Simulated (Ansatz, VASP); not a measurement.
## Two plane-wave programs on NbSnSe4

```
Nb Sn Se
1.0
     4.96720    0.00000    0.00000
    -2.48360    4.30173    0.00000
     0.00000    0.00000   10.73424
Nb Sn Se
1 1 4
Direct
  0.00000 0.00000 0.00000
  0.33333 0.66667 0.50000
  0.66667 0.33333 0.50000
  0.00000 0.00000 0.78099
  0.00000 0.00000 0.21901
  0.00000 0.00000 0.50000
```

Alike in both runs: functional PBE; k mesh 3 × 3 × 2; occupations gaussian, width 0.15 eV; no spin polarisation.

Ansatz relaxed the structure, and its values are those at the end. VASP's run is a single point on that final structure, the one shown.

|  | VASP | Ansatz |
| --- | --- | --- |
| version | VASP 6.6.1 | Ansatz 0.2.0 |
| potentials or method | VASP PAW PBE potentials, release 64 (Nb_sv, Sn_d, Se), cutoff 500 eV | scalar-relativistic, plane waves, PAW |
| valence electrons in the cell | 51 | 91 |

|  | VASP | Ansatz | Ansatz less VASP |
| --- | --- | --- | --- |
| gap on the k mesh at the Fermi level (eV) | none | none | - |
| pressure (GPa) | 0.4 | 0.4 | -0.01 |
| rms of the force components (eV/Å) | 0.024 | 0.023 | -0.0004 |

A gap of «none» marks a metal or a gap that the smearing closes. The functional is the same, so the differences come from potentials, cutoffs and numerics. VASP's potentials hold 51 valence electrons a cell and Ansatz's 91, so a difference there can come from the potentials and not from the codes.

The k mesh is coarse, so the values compare programs but aren't converged.
